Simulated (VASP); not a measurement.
# OsI (Pm-3m) in VASP: further runs

The runs below take OsI through single point, with PBE+U, PBEsol.

All numbers are computed with VASP 6.6.1; they aren't measurements. Logs are shortened: lines on timing, memory, paths and dates and some standing lists are left out, and cuts for length are marked.

### 1 The cell of the first run

It takes space group Pm-3m (No. 221, cubic). The conventional cell has a = 3.840 Å, b = 3.840 Å, c = 3.840 Å, α = 90.00°, β = 90.00°, γ = 90.00°. Within 4.4 Å of Os (site symmetry m-3m) lie 8 I at 3.33 Å and 6 Os at 3.84 Å. I (site symmetry m-3m) has 8 Os at 3.33 Å and 6 I at 3.84 Å within 4.4 Å.

### 2 Single point, PBE+U

File INCAR:

```
  PREC = Accurate
  ENCUT = 520
  EDIFF = 1E-7
  ISMEAR = 0
  SIGMA = 0.1
  LREAL = F
  LASPH = T
  NELM = 150
  ALGO = Normal
  ISIF = 2
  LWAVE = F
  LCHARG = T
  LMAXMIX = 4
  LDAU = T
  LDAUTYPE = 2
  LDAUL = 2 -1
  LDAUU = 6.2 0
  LDAUJ = 0 0
  LDAUPRINT = 1
  GGA = PE
  LELF = T
  LVHAR = T
  NBANDS = 14
```

File KPOINTS:

```
Automatic mesh
0
Gamma
  11 11 11
```

File POSCAR:

```
OsI
1.0
    3.8404660000      0.0000000000      0.0000000000
    0.0000000000      3.8404660000      0.0000000000
    0.0000000000      0.0000000000      3.8404660000
Os I
1 1
Direct
    0.5000000000      0.5000000000      0.5000000000
    0.0000000000      0.0000000000      0.0000000000
```

Potentials or basis: VASP PAW PBE potentials, release 64 (Os, I).

On the command line:

```console
cat potpaw_PBE.64/Os/POTCAR potpaw_PBE.64/I/POTCAR > POTCAR
mpirun -np 1 vasp_std > vasp.out
```

OUTCAR:

```text
PREC = Accurate
   ENCUT = 520
   EDIFF = 1E-7
   ISMEAR = 0
   LREAL = F
   LASPH = T
   NELM = 150
   ISIF = 2
   GGA = PE

 ion  position               nearest neighbor table
   1  0.500  0.500  0.500-   2 3.33   2 3.33   2 3.33   2 3.33   2 3.33   2 3.33   2 3.33   2 3.33

   2  0.000  0.000  0.000-   1 3.33   1 3.33   1 3.33   1 3.33   1 3.33   1 3.33   1 3.33   1 3.33

  LATTYP: Found a simple cubic cell.
 ALAT       =     3.8404660000

  Lattice vectors:

 A1 = (   3.8404660000,   0.0000000000,   0.0000000000)
 A2 = (   0.0000000000,   3.8404660000,   0.0000000000)
 A3 = (   0.0000000000,   0.0000000000,   3.8404660000)

Analysis of symmetry for initial positions (statically):
=====================================================================
 Subroutine PRICEL returns:
 Original cell was already a primitive cell.

 Routine SETGRP: Setting up the symmetry group for a
 simple cubic supercell.

 Subroutine GETGRP returns: Found 48 space group operations
 (whereof 48 operations were pure point group operations)
 out of a pool of 48 trial point group operations.

The static configuration has the point symmetry O_h .

Analysis of symmetry for dynamics (positions and initial velocities):
=====================================================================
 Subroutine PRICEL returns:
 Original cell was already a primitive cell.

 Routine SETGRP: Setting up the symmetry group for a
 simple cubic supercell.

 Subroutine GETGRP returns: Found 48 space group operations
 (whereof 48 operations were pure point group operations)
 out of a pool of 48 trial point group operations.

The dynamic configuration has the point symmetry O_h .

 Subroutine INISYM returns: Found 48 space group operations
 (whereof 48 operations are pure point group operations),
 and found     1 'primitive' translations

----------------------------------------------------------------------------------------

                                     Primitive cell

  volume of cell :      56.6437

  direct lattice vectors                    reciprocal lattice vectors
     3.840466000  0.000000000  0.000000000     0.260385068  0.000000000  0.000000000
     0.000000000  3.840466000  0.000000000     0.000000000  0.260385068  0.000000000
     0.000000000  0.000000000  3.840466000     0.000000000  0.000000000  0.260385068

  length of vectors
     3.840466000  3.840466000  3.840466000     0.260385068  0.260385068  0.260385068

  position of ions in fractional coordinates (direct lattice)
     0.500000000  0.500000000  0.500000000
     0.000000000  0.000000000  0.000000000

  ion indices of the primitive-cell ions
   primitive index   ion index
                 1           1
                 2           2

----------------------------------------------------------------------------------------

 KPOINTS: Automatic mesh

Automatic generation of k-mesh.
 Grid dimensions read from file:
 generate k-points for:   11   11   11

 Generating k-lattice:

  Cartesian coordinates                     Fractional coordinates (reciprocal lattice)
     0.023671370  0.000000000  0.000000000     0.090909091  0.000000000  0.000000000
     0.000000000  0.023671370  0.000000000     0.000000000  0.090909091  0.000000000
     0.000000000  0.000000000  0.023671370     0.000000000  0.000000000  0.090909091

  Length of vectors
     0.023671370  0.023671370  0.023671370

  Shift w.r.t. Gamma in fractional coordinates (k-lattice)
     0.000000000  0.000000000  0.000000000

 Subroutine IBZKPT returns following result:
 ===========================================

 Found     56 irreducible k-points:

 Following reciprocal coordinates:
            Coordinates               Weight
  0.000000  0.000000  0.000000      1.000000
  0.090909  0.000000  0.000000      6.000000
  0.181818  0.000000  0.000000      6.000000
  0.272727  0.000000  0.000000      6.000000
  0.363636  0.000000  0.000000      6.000000
  0.454545  0.000000  0.000000      6.000000
[... 16 lines left out ...]
  0.181818  0.090909  0.090909     24.000000
  0.272727  0.090909  0.090909     24.000000
 [... further k-points ...]
   k-points           NKPTS =     56   k-points in BZ     NKDIM =     56   number of bands    NBANDS=     14
   number of dos      NEDOS =    301   number of ions     NIONS =      2
   total plane-waves  NPLWV =  27000
   dimension x,y,z NGX =    30 NGY =   30 NGZ =   30
   dimension x,y,z NGXF=    60 NGYF=   60 NGZF=   60
   ions per type =               1   1
   NGX,Y,Z   is equivalent  to a cutoff of  12.99, 12.99, 12.99 a.u.
   NGXF,Y,Z  is equivalent  to a cutoff of  25.97, 25.97, 25.97 a.u.
 SYSTEM =  unknown system
   PREC   = accura    normal or accurate (medium, high low for compatibility)
   ISTART =      0    job   : 0-new  1-cont  2-samecut
   ICHARG =      2    charge: 1-file 2-atom 10-const
   ISPIN  =      1    spin polarized calculation?
   LNONCOLLINEAR =      F non collinear calculations
   LSORBIT =      F    spin-orbit coupling
   LASPH  =      T    aspherical Exc in radial PAW
   ENCUT  =  520.0 eV  38.22 Ry    6.18 a.u.   7.14  7.14  7.14*2*pi/ulx,y,z
   NELM   =    150;   NELMIN=  2; NELMDL= -5     # of ELM steps
   EDIFF  = 0.1E-06   stopping-criterion for ELM
   LREAL  =      F    real-space projection
   EDIFFG = 0.1E-05   stopping-criterion for IOM
   NSW    =      0    number of steps for IOM
   IBRION =     -1    ionic relax: 0-MD 1-quasi-New 2-CG
   NFREE  =      0    steps in history (QN), initial steepest desc. (CG)
   ISIF   =      2    stress and relaxation
   ISYM   =      2    0-nonsym 1-usesym 2-fastsym
   POTIM  = 0.5000    time-step for ionic-motion
   TEBEG  =    0.0;   TEEND  =   0.0 temperature during run
   PSTRESS=    0.0 pullay stress
   NELECT =      15.0000    total number of electrons
   NUPDOWN=      -1.0000    fix difference up-down
   EMIN   =  10.00;   EMAX   =-10.00  energy-range for DOS
   EFERMI =   0.00;   METHOD = LEGACY
   ISMEAR =     0;   SIGMA  =   0.10  broadening in eV -4-tet -1-fermi 0-gaus
   EFERMI_NEDOS =   21; number of points for ismear=-14 and -15
   IALGO  =     38    algorithm
   IMIX   =      4    mixing-type and parameters
     AMIX     =   0.40;   BMIX     =  1.00
     AMIX_MAG =   1.60;   BMIX_MAG =  1.00
  volume/ion in A,a.u.               =      28.32       191.13
  Fermi-wavevector in a.u.,A,eV,Ry     =   1.051287  1.986645 15.037220  1.105205
  Thomas-Fermi vector in A             =   2.186324
   LORBIT       =      0    0 simple, 1 ext, 2 COOP (PROOUT), +10 PAW based schemes
 LDA+U is selected, type is set to LDAUTYPE =  2
   angular momentum for each species LDAUL =     2   -1
   U (eV)           for each species LDAUU =   6.2  0.0
   J (eV)           for each species LDAUJ =   0.0  0.0
   GGA     = PE    functional components
   LHFCALC =     F    Hartree Fock is set to
   AEXX    =    0.0000 exact exchange contribution
   IVDW    =     0    specifies the selected vdW correction
   LEPSILON=     F    determine dielectric tensor
   LRPA    =     F    only Hartree local field effects (RPA)
 non-spin polarized calculation
 Gauss-broadening in eV      SIGMA  =   0.10
  energy-cutoff  :      520.00
  volume of cell :       56.64
 maximum number of plane-waves:      1543
 NGX is ok and might be reduce to    30
   NGX = 15   NGY = 15   NGZ = 15

atom =   1  type =  1  l = 2

 onsite density matrix

spin component  1

  0.6485 -0.0000  0.0000 -0.0000 -0.0000
 -0.0000  0.6485 -0.0000 -0.0000  0.0000
  0.0000 -0.0000  0.6385 -0.0000 -0.0000
 -0.0000 -0.0000 -0.0000  0.6485  0.0000
 -0.0000  0.0000 -0.0000  0.0000  0.6385

spin component  2

  0.6485 -0.0000  0.0000 -0.0000 -0.0000
 -0.0000  0.6485 -0.0000 -0.0000  0.0000
  0.0000 -0.0000  0.6385 -0.0000 -0.0000
 -0.0000 -0.0000 -0.0000  0.6485  0.0000
 -0.0000  0.0000 -0.0000  0.0000  0.6385

 occupancies and eigenvectors

  o =  0.6385  v =  0.0000 -0.0000 -0.9976  0.0000 -0.0697  0.0000  0.0000  0.0000  0.0000  0.0000      0.0000  0.0000  0.0000  0.0000  0.0000  0.0000  0.0000  0.0000  0.0000  0.0000
  o =  0.6385  v =  0.0000  0.0000  0.0000  0.0000  0.0000  0.0000 -0.0000 -0.9976  0.0000 -0.0697      0.0000  0.0000  0.0000  0.0000  0.0000  0.0000  0.0000  0.0000  0.0000  0.0000
  o =  0.6385  v =  0.0000 -0.0000 -0.0697 -0.0000  0.9976  0.0000  0.0000  0.0000  0.0000  0.0000      0.0000  0.0000  0.0000  0.0000  0.0000  0.0000  0.0000  0.0000  0.0000  0.0000
  o =  0.6385  v =  0.0000  0.0000  0.0000  0.0000  0.0000  0.0000 -0.0000 -0.0697 -0.0000  0.9976      0.0000  0.0000  0.0000  0.0000  0.0000  0.0000  0.0000  0.0000  0.0000  0.0000
  o =  0.6485  v =  0.0000  0.0662 -0.0000  0.9978  0.0000  0.0000  0.0000  0.0000  0.0000  0.0000      0.0000  0.0000  0.0000  0.0000  0.0000  0.0000  0.0000  0.0000  0.0000  0.0000
  o =  0.6485  v =  0.0000  0.0000  0.0000  0.0000  0.0000  0.0000  0.0662 -0.0000  0.9978  0.0000      0.0000  0.0000  0.0000  0.0000  0.0000  0.0000  0.0000  0.0000  0.0000  0.0000
  o =  0.6485  v =  0.0000  0.0000  0.0000  0.0000  0.0000  0.0000 -0.9978  0.0000  0.0662 -0.0000      0.0000  0.0000  0.0000  0.0000  0.0000  0.0000  0.0000  0.0000  0.0000  0.0000
  o =  0.6485  v =  0.0000 -0.9978  0.0000  0.0662 -0.0000  0.0000  0.0000  0.0000  0.0000  0.0000      0.0000  0.0000  0.0000  0.0000  0.0000  0.0000  0.0000  0.0000  0.0000  0.0000
  o =  0.6485  v =  0.0000  0.0000  0.0000  0.0000  0.0000  1.0000  0.0000  0.0000  0.0000  0.0000      0.0000  0.0000  0.0000  0.0000  0.0000  0.0000  0.0000  0.0000  0.0000  0.0000
  o =  0.6485  v =  1.0000  0.0000  0.0000  0.0000  0.0000  0.0000  0.0000  0.0000  0.0000  0.0000      0.0000  0.0000  0.0000  0.0000  0.0000  0.0000  0.0000  0.0000  0.0000  0.0000

 number of electron      14.9999998 magnetization

 Free energy of the ion-electron system (eV)
  ---------------------------------------------------
  ext. energy  EPLUGINS =         0.00000000
  ---------------------------------------------------
  free energy    TOTEN  =        -0.17657292 eV

  energy without entropy =       -0.14815212  energy(sigma->0) =       -0.16236252

 E-fermi :   4.9447     XC(G=0): -10.1458

 val. band max:        4.9431680286   @ k =   0.4545   0.2727   0.0000
 cond. band min:       4.9487911804   @ k =   0.4545   0.1818   0.0000
 fundamental gap:      0.0056231519
 Fermi energy:         4.9447136626

 k-point     1 :       0.0000    0.0000    0.0000
  band No.  band energies     occupation
      1      -9.2030      2.00000
      2       2.6351      2.00000
      3       2.6351      2.00000
      4       2.6351      2.00000
      5       3.1317      2.00000
      6       3.1317      2.00000
      7       3.8452      2.00000
      8       4.4544      2.00000
      9       4.4544      2.00000
     10       4.4544      2.00000
     11      11.6224      0.00000
     12      11.6224      0.00000
     13      15.4249      0.00000
     14      15.4249      0.00000

 k-point     2 :       0.0909    0.0000    0.0000
  band No.  band energies     occupation
      1      -9.1655      2.00000
      2       1.8546      2.00000
      3       2.5699      2.00000
      4       2.5699      2.00000
      5       3.1533      2.00000
      6       3.3496      2.00000
      7       4.4604      2.00000
      8       4.4712      2.00000
      9       4.5648      2.00000
     10       4.5648      2.00000
     11      11.5362      0.00000
     12      11.7915      0.00000
     13      14.8514      0.00000
     14      14.8525      0.00000

 k-point     3 :       0.1818    0.0000    0.0000
  band No.  band energies     occupation
      1      -9.0610      2.00000
      2       0.8036      2.00000
      3       2.4187      2.00000
      4       2.4187      2.00000
      5       3.2125      2.00000
      6       3.6696      2.00000
      7       4.4767      2.00000
      8       4.8477      1.82971
      9       4.8477      1.82971
     10       5.3854      0.00000
     11      11.3070      0.00000
     12      12.0056      0.00000
     13      13.7764      0.00000
     14      13.7764      0.00000
[... 324 lines left out ...]
 k-point    23 :       0.1818    0.0909    0.0909
  band No.  band energies     occupation
      1      -8.9925      2.00000
      2       0.8142      2.00000
      3       1.9720      2.00000
      4       2.0362      2.00000
      5       3.4868      2.00000
      6       3.8935      2.00000
      7       4.3133      2.00000
      8       4.6328      1.99999
      9       4.8585      1.77741
     10       6.2663      0.00000
     11      11.6362      0.00000
     12      11.9018      0.00000
     13      12.6643      0.00000
     14      13.3939      0.00000

 k-point    24 :       0.2727    0.0909    0.0909
  band No.  band energies     occupation
      1      -8.8528      2.00000
      2      -0.0227      2.00000
      3       1.9552      2.00000
      4       2.0264      2.00000
      5       3.4616      2.00000
      6       4.2249      2.00000
      7       4.3085      2.00000
      8       4.8289      1.89841
      9       5.2287      0.00006
     10       6.8481      0.00000
     11      10.8605      0.00000
     12      11.4229      0.00000
     13      12.3638      0.00000
     14      13.0081      0.00000

 [... further k-points ...]

------------------------ aborting loop because EDIFF is reached ----------------------------------------

  FORCE on cell =-STRESS in cart. coord.  units (eV):
  Direction    XX          YY          ZZ          XY          YZ          ZX
  --------------------------------------------------------------------------------------
  -------------------------------------------------------------------------------------
  Total       -6.9353099     -6.9353099     -6.9353099      0.0000000     -0.0000000      0.0000000
  in kB     -196.1664263   -196.1664263   -196.1664263      0.0000000     -0.0000000      0.0000000
  external PRESSURE =    -196.1664263 kB  Pullay stress =       0.0000000 kB

 VOLUME and BASIS-vectors are now :
 -----------------------------------------------------------------------------
  energy-cutoff  :      520.00
  volume of cell :       56.64
      direct lattice vectors                 reciprocal lattice vectors
     3.840466000  0.000000000  0.000000000     0.260385068  0.000000000  0.000000000
     0.000000000  3.840466000  0.000000000     0.000000000  0.260385068  0.000000000
     0.000000000  0.000000000  3.840466000     0.000000000  0.000000000  0.260385068

 POSITION                                       TOTAL-FORCE (eV/Angst)
 -----------------------------------------------------------------------------------
      1.92023      1.92023      1.92023         0.000000      0.000000      0.000000
      0.00000      0.00000      0.00000         0.000000      0.000000      0.000000
 -----------------------------------------------------------------------------------
    total drift:                                0.000000      0.000000      0.000000

  FREE ENERGIE OF THE ION-ELECTRON SYSTEM (eV)
  ---------------------------------------------------
  free  energy   TOTEN  =        -0.1765729185 eV

  energy  without entropy=       -0.1481521179  energy(sigma->0) =       -0.16236252
```

Run time: 25 s. Hardware: 1 thread of Intel Xeon Platinum 8559C (Emerald Rapids), shared host; peak memory 0.19 GiB.

Results:

| Item | Value |
| --- | --- |
| Free energy | -0.1766 eV |
| Pressure | -19.6 GPa |
| Band gap on the k mesh | zero (an odd number of electrons rules out a gap without spin polarisation) |

Eigenvalues of the final occupation matrices:
| site | spin | trace | eigenvalues |
| --- | --- | --- | --- |
| site 1 d | 1 | 3.22 | 0.64 0.64 0.65 0.65 0.65 |
| site 1 d | 2 | 3.22 | 0.64 0.64 0.65 0.65 0.65 |

Caveat: the cell stands under tension; spin-orbit coupling is left out, which moves the levels of the heavy elements; an odd number of electrons without spin polarisation forces a metal; a magnetic or distorted state may lie lower; U without spin polarisation on a metal has little footing.

(Continued in part 2 of 3.)
